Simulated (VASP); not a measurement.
# CuC18 in VASP: single point with PBE

Aim: the single point of CuC18 with PBE.

All numbers are computed with VASP 6.6.1; they aren't measurements. Logs are shortened: lines on timing, memory, paths and dates and some standing lists are left out, and cuts for length are marked.

**1. The cell of the first run**

The cell holds a slab with vacuum, 19 atoms: a = 7.398 Å, b = 7.398 Å, c = 13.000 Å, α = 90.00°, β = 90.00°, γ = 120.00°.

**2. Single point, PBE, collinear spin**

INCAR reads:

```
SYSTEM = CuC18
  PREC = Accurate
  ENCUT = 520
  EDIFF = 1E-6
  ISMEAR = -1
  SIGMA = 0.05
  LREAL = Auto
  LASPH = .True.
  NELM = 150
  ALGO = Normal
  ISIF = 2
  LWAVE = .False.
  LCHARG = .False.
  ISPIN = 2
  MAGMOM = 0 0 0 0 0 0 0 0 0 0 0 0 0 0 0 0 0 0 1
  LORBIT = 11
  LMAXMIX = 4
  GGA = PE
  NBANDS = 60
```

KPOINTS reads:

```
Automatic mesh
0
Gamma
  2 2 1
  0 0 0
```

POSCAR reads:

```
CuC18
1.0
    7.3980000000      0.0000000000      0.0000000000
   -3.6990000000      6.4068560000      0.0000000000
    0.0000000000      0.0000000000     13.0000000000
C Cu
18 1
Direct
    0.0005184638      0.0005579755      0.0757549609
    0.2223132562      0.1110269902      0.0748658625
   -0.0000320514      0.3333742316      0.0752539250
    0.2220416050      0.4443511285      0.0755791458
    0.0004558409      0.6666839280      0.0758709630
    0.2223369461      0.7780279013      0.0750732864
    0.3333110067      0.0000304412      0.0754182552
    0.5553136825      0.1110039795      0.0750695818
    0.3327862383      0.3328255379      0.0757524263
    0.5544436067      0.4420947919      0.0790638780
    0.3326201016      0.6666583399      0.0761962360
    0.5543763392      0.7789615477      0.0801245929
    0.6666830786      0.0007222956      0.0761927848
    0.8889900629      0.1113006747      0.0755757331
    0.6666573024      0.3328871605      0.0758648803
    0.8889306276      0.4444094162      0.0756700055
    0.6668381893      0.6664927324      0.0856635544
    0.8912448776      0.7788952692      0.0790770424
    0.6564063258      0.6774693579      0.2425486855
```

Potentials or basis: VASP PAW PBE potentials, release 64 (C, Cu).

Launch:

```sh
$ cat potpaw_PBE.64/C/POTCAR potpaw_PBE.64/Cu/POTCAR > POTCAR
$ mpirun -np 1 vasp_std > vasp.out
```

OUTCAR:

```text
SYSTEM = CuC18
   PREC = Accurate
   ENCUT = 520
   EDIFF = 1E-6
   ISMEAR = -1
   LREAL = Auto
   LASPH = .True.
   NELM = 150
   ISIF = 2
   ISPIN = 2
   LORBIT = 11
   GGA = PE

 ion  position               nearest neighbor table
   1  0.001  0.001  0.076-  18 1.42   2 1.42  14 1.42
   2  0.222  0.111  0.075-   1 1.42   9 1.42   7 1.42
   3  1.000  0.333  0.075-  16 1.42  14 1.42   4 1.42
   4  0.222  0.444  0.076-   3 1.42   9 1.42  11 1.42
   5  0.000  0.667  0.076-  18 1.42   6 1.42  16 1.42
   6  0.222  0.778  0.075-  11 1.42   5 1.42   7 1.42
[... 8 lines left out ...]
  15  0.667  0.333  0.076-  10 1.42   8 1.42  16 1.42
  16  0.889  0.444  0.076-   3 1.42  15 1.42   5 1.42
  17  0.667  0.666  0.086-  10 1.44  18 1.44  12 1.44  19 2.04
  18  0.891  0.779  0.079-   5 1.42   1 1.42  17 1.44
  19  0.656  0.677  0.243-  17 2.04

  LATTYP: Found a hexagonal cell.
 ALAT       =     7.3980000000
 C/A-ratio  =     1.7572316842

  Lattice vectors:

 A1 = (   7.3980000000,   0.0000000000,   0.0000000000)
 A2 = (  -3.6990000000,   6.4068560000,   0.0000000000)
 A3 = (   0.0000000000,   0.0000000000,  13.0000000000)

Analysis of symmetry for initial positions (statically):
=====================================================================
 Subroutine PRICEL returns:
 Original cell was already a primitive cell.

 Routine SETGRP: Setting up the symmetry group for a
 hexagonal supercell.

 Subroutine GETGRP returns: Found  1 space group operations
 (whereof  1 operations were pure point group operations)
 out of a pool of 24 trial point group operations.

The static configuration has the point symmetry C_1 .

Analysis of symmetry for dynamics (positions and initial velocities):
=====================================================================
 Subroutine PRICEL returns:
 Original cell was already a primitive cell.

 Routine SETGRP: Setting up the symmetry group for a
 hexagonal supercell.

 Subroutine GETGRP returns: Found  1 space group operations
 (whereof  1 operations were pure point group operations)
 out of a pool of 24 trial point group operations.

The dynamic configuration has the point symmetry C_1 .

Analysis of structural, dynamic, and magnetic symmetry:
=====================================================================
 Subroutine PRICEL returns:
 Original cell was already a primitive cell.

 Routine SETGRP: Setting up the symmetry group for a
 hexagonal supercell.

 Subroutine GETGRP returns: Found  1 space group operations
 (whereof  1 operations were pure point group operations)
 out of a pool of 24 trial point group operations.

The overall configuration has the point symmetry C_1 .

 Subroutine INISYM returns: Found  1 space group operations
 (whereof  1 operations are pure point group operations),
 and found     1 'primitive' translations

----------------------------------------------------------------------------------------

                                     Primitive cell

  volume of cell :     616.1730

  direct lattice vectors                    reciprocal lattice vectors
     7.398000000  0.000000000  0.000000000     0.135171668  0.078041398  0.000000000
    -3.699000000  6.406856000  0.000000000     0.000000000  0.156082796  0.000000000
     0.000000000  0.000000000 13.000000000     0.000000000  0.000000000  0.076923077

  length of vectors
     7.398000000  7.398000054 13.000000000     0.156082797  0.156082796  0.076923077

  position of ions in fractional coordinates (direct lattice)
     0.000518464  0.000557976  0.075754961
     0.222313256  0.111026990  0.074865862
     0.999967949  0.333374232  0.075253925
     0.222041605  0.444351129  0.075579146
     0.000455841  0.666683928  0.075870963
     0.222336946  0.778027901  0.075073286
[... 11 lines left out ...]
     0.891244878  0.778895269  0.079077042
     0.656406326  0.677469358  0.242548685

  ion indices of the primitive-cell ions
   primitive index   ion index
                 1           1
                 2           2
                 3           3
                 4           4
                 5           5
                 6           6
[... 11 lines left out ...]
                18          18
                19          19

----------------------------------------------------------------------------------------

 KPOINTS: Automatic mesh

Automatic generation of k-mesh.
 Grid dimensions read from file:
 generate k-points for:    2    2    1

 Generating k-lattice:

  Cartesian coordinates                     Fractional coordinates (reciprocal lattice)
     0.067585834  0.039020699  0.000000000     0.500000000 -0.000000000  0.000000000
     0.000000000  0.078041398  0.000000000     0.000000000  0.500000000  0.000000000
     0.000000000  0.000000000  0.076923077     0.000000000  0.000000000  1.000000000

  Length of vectors
     0.078041399  0.078041398  0.076923077

  Shift w.r.t. Gamma in fractional coordinates (k-lattice)
     0.000000000  0.000000000  0.000000000

 Subroutine IBZKPT returns following result:
 ===========================================

 Found      4 irreducible k-points:

 Following reciprocal coordinates:
            Coordinates               Weight
  0.000000  0.000000  0.000000      1.000000
  0.500000  0.000000  0.000000      1.000000
  0.000000  0.500000  0.000000      1.000000
  0.500000  0.500000  0.000000      1.000000
   k-points           NKPTS =      4   k-points in BZ     NKDIM =      4   number of bands    NBANDS=     60
   number of dos      NEDOS =    301   number of ions     NIONS =     19
   total plane-waves  NPLWV = 307328
   dimension x,y,z NGX =    56 NGY =   56 NGZ =   98
   dimension x,y,z NGXF=   112 NGYF=  112 NGZF=  196
   ions per type =              18   1
   NGX,Y,Z   is equivalent  to a cutoff of  12.58, 12.58, 12.53 a.u.
   NGXF,Y,Z  is equivalent  to a cutoff of  25.17, 25.17, 25.06 a.u.
 SYSTEM =  CuC18
   PREC   = accura    normal or accurate (medium, high low for compatibility)
   ISTART =      0    job   : 0-new  1-cont  2-samecut
   ICHARG =      2    charge: 1-file 2-atom 10-const
   ISPIN  =      2    spin polarized calculation?
   LNONCOLLINEAR =      F non collinear calculations
   LSORBIT =      F    spin-orbit coupling
   LASPH  =      T    aspherical Exc in radial PAW
   ENCUT  =  520.0 eV  38.22 Ry    6.18 a.u.  13.76 13.76 24.17*2*pi/ulx,y,z
   NELM   =    150;   NELMIN=  2; NELMDL= -5     # of ELM steps
   EDIFF  = 0.1E-05   stopping-criterion for ELM
   LREAL  =      T    real-space projection
   EDIFFG = 0.1E-04   stopping-criterion for IOM
   NSW    =      0    number of steps for IOM
   IBRION =     -1    ionic relax: 0-MD 1-quasi-New 2-CG
   NFREE  =      0    steps in history (QN), initial steepest desc. (CG)
   ISIF   =      2    stress and relaxation
   ISYM   =      2    0-nonsym 1-usesym 2-fastsym
   POTIM  = 0.5000    time-step for ionic-motion
   TEBEG  =    0.0;   TEEND  =   0.0 temperature during run
   PSTRESS=    0.0 pullay stress
   NELECT =      83.0000    total number of electrons
   NUPDOWN=      -1.0000    fix difference up-down
   EMIN   =  10.00;   EMAX   =-10.00  energy-range for DOS
   EFERMI =   0.00;   METHOD = LEGACY
   ISMEAR =    -1;   SIGMA  =   0.05  broadening in eV -4-tet -1-fermi 0-gaus
   EFERMI_NEDOS =   21; number of points for ismear=-14 and -15
   IALGO  =     38    algorithm
   IMIX   =      4    mixing-type and parameters
     AMIX     =   0.40;   BMIX     =  1.00
     AMIX_MAG =   1.60;   BMIX_MAG =  1.00
  volume/ion in A,a.u.               =      32.43       218.85
  Fermi-wavevector in a.u.,A,eV,Ry     =   0.839202  1.585862  9.582045  0.704260
  Thomas-Fermi vector in A             =   1.953382
   LORBIT       =     11    0 simple, 1 ext, 2 COOP (PROOUT), +10 PAW based schemes
   GGA     = PE    functional components
   LHFCALC =     F    Hartree Fock is set to
   AEXX    =    0.0000 exact exchange contribution
   IVDW    =     0    specifies the selected vdW correction
   LEPSILON=     F    determine dielectric tensor
   LRPA    =     F    only Hartree local field effects (RPA)
 spin polarized calculation
  energy-cutoff  :      520.00
  volume of cell :      616.17
 maximum number of plane-waves:     16651
 NGX is ok and might be reduce to    56
   NGX = 27   NGY = 27   NGZ = 49

 number of electron      82.9999989 magnetization       0.6850341

 Free energy of the ion-electron system (eV)
  ---------------------------------------------------
  ext. energy  EPLUGINS =         0.00000000
  ---------------------------------------------------
  free energy    TOTEN  =      -166.28268928 eV

  energy without entropy =     -166.22635145  energy(sigma->0) =     -166.25452036

 E-fermi :  -1.5719     XC(G=0):  -3.8017

 val. band max:       -1.6064632005   @ k =   0.0000   0.5000   0.0000
 cond. band min:      -1.5523286475   @ k =   0.0000   0.0000   0.0000
 fundamental gap:      0.0541345530
 Fermi energy:        -1.5718719043

 spin component 1

 k-point     1 :       0.0000    0.0000    0.0000
  band No.  band energies     occupation
      1     -21.2072      1.00000
      2     -18.7878      1.00000
      3     -18.6413      1.00000
      4     -18.6288      1.00000
      5     -18.5515      1.00000
      6     -18.5445      1.00000
[... 45 lines left out ...]
     52       3.2673      0.00000
     53       3.3420      0.00000
[... 166 lines left out ...]
     52       3.0777      0.00000
     53       3.6336      0.00000
 Fermi energy:        -1.5718719043

 spin component 2

 k-point     1 :       0.0000    0.0000    0.0000
  band No.  band energies     occupation
      1     -21.1953      1.00000
      2     -18.7674      1.00000
      3     -18.6296      1.00000
      4     -18.6177      1.00000
      5     -18.5465      1.00000
      6     -18.5394      1.00000
[... 45 lines left out ...]
     52       3.2935      0.00000
     53       3.4284      0.00000
[... 166 lines left out ...]
     52       3.5063      0.00000
     53       3.8708      0.00000
 [bands above 53 left out]

------------------------ aborting loop because EDIFF is reached ----------------------------------------

  FORCE on cell =-STRESS in cart. coord.  units (eV):
  Direction    XX          YY          ZZ          XY          YZ          ZX
  --------------------------------------------------------------------------------------
  -------------------------------------------------------------------------------------
  Total        3.7048440      3.8285194     -0.0288618      0.0933413     -0.0009960      0.0006119
  in kB        9.6333618      9.9549434     -0.0750466      0.2427068     -0.0025897      0.0015911
  external PRESSURE =       6.5044195 kB  Pullay stress =       0.0000000 kB

 VOLUME and BASIS-vectors are now :
 -----------------------------------------------------------------------------
  energy-cutoff  :      520.00
  volume of cell :      616.17
      direct lattice vectors                 reciprocal lattice vectors
     7.398000000  0.000000000  0.000000000     0.135171668  0.078041398  0.000000000
    -3.699000000  6.406856000  0.000000000     0.000000000  0.156082796  0.000000000
     0.000000000  0.000000000 13.000000000     0.000000000  0.000000000  0.076923077

 POSITION                                       TOTAL-FORCE (eV/Angst)
 -----------------------------------------------------------------------------------
      0.00177      0.00357      0.98481        -0.001602      0.009128      0.011187
      1.23398      0.71133      0.97326        -0.006946      0.002061     -0.001490
      6.16461      2.13588      0.97830         0.003051      0.004041     -0.009187
     -0.00099      2.84689      0.98253        -0.003825      0.006333     -0.001351
     -2.46269      4.27135      0.98632        -0.000230     -0.003402      0.005595
     -1.23308      4.98471      0.97595         0.010824     -0.006887     -0.001808
[... 11 lines left out ...]
      3.71230      4.99027      1.02800         0.003906     -0.004185     -0.010815
      2.35013      4.34045      3.15313         0.003081     -0.001320      0.033390
 -----------------------------------------------------------------------------------
    total drift:                               -0.001034     -0.010352      0.028898

  FREE ENERGIE OF THE ION-ELECTRON SYSTEM (eV)
  ---------------------------------------------------
  free  energy   TOTEN  =      -166.2826892768 eV

  energy  without entropy=     -166.2263514499  energy(sigma->0) =     -166.25452036

 total charge

# of ion       s       p       d       tot
------------------------------------------
    1        0.862   1.793   0.000   2.655
    2        0.863   1.794   0.000   2.656
    3        0.862   1.790   0.000   2.652
    4        0.862   1.788   0.000   2.650
    5        0.862   1.794   0.000   2.656
    6        0.863   1.793   0.000   2.656
[... 11 lines left out ...]
   18        0.862   1.782   0.000   2.644
   19        0.388   0.105   9.337   9.830
--------------------------------------------------
tot         15.898  32.316   9.337  57.551

 magnetization (x)

# of ion       s       p       d       tot
------------------------------------------
    1       -0.002  -0.028   0.000  -0.030
    2        0.002   0.029   0.000   0.031
    3       -0.002  -0.022   0.000  -0.024
    4        0.002   0.033   0.000   0.036
    5       -0.002  -0.028   0.000  -0.030
    6        0.002   0.030   0.000   0.033
[... 11 lines left out ...]
   18        0.003   0.038   0.000   0.041
   19        0.157   0.016  -0.001   0.172
--------------------------------------------------
tot          0.163   0.089  -0.001   0.251
```

Run time: 21 min. Hardware: 1 thread of Intel Xeon Platinum 8259CL at 2.50GHz (Skylake/Cascade Lake), shared host; peak memory 0.96 GiB.

Results:

| Quantity | Value |
| --- | --- |
| Free energy | -166.2827 eV |
| Largest force | 0.034 eV/Å |
| Band gap on the k mesh | 0.05 eV (least direct gap 0.15 eV) |
| Net moment | 0.69 μB per cell |
| Site moments | C -0.03, +0.03, -0.02, +0.04 (each value once); Cu +0.17 μB |
| Valence electrons inside the program's atomic spheres | C 2.65, 2.66, 2.64, 2.63 (each value once); Cu 9.83 |

Forces in eV/Å, atoms in the order of the input:
```
C   -0.002  0.009  0.011
C   -0.007  0.002 -0.001
C    0.003  0.004 -0.009
C   -0.004  0.006 -0.001
C    0.000 -0.003  0.006
C    0.011 -0.007 -0.002
C    0.002 -0.004 -0.002
C    0.004 -0.005  0.002
C   -0.012 -0.003  0.007
C    0.003  0.000 -0.011
C   -0.008  0.004  0.004
C   -0.008  0.000 -0.017
C   -0.007 -0.004  0.002
C    0.008  0.005 -0.003
C    0.004 -0.001  0.004
C    0.010  0.002  0.003
C   -0.005  0.001 -0.016
C    0.004 -0.004 -0.011
Cu   0.003 -0.001  0.033
```

Caveat: the k points lie up to 0.49 Å⁻¹ apart; there is no dipole correction, which matters where the two faces differ.
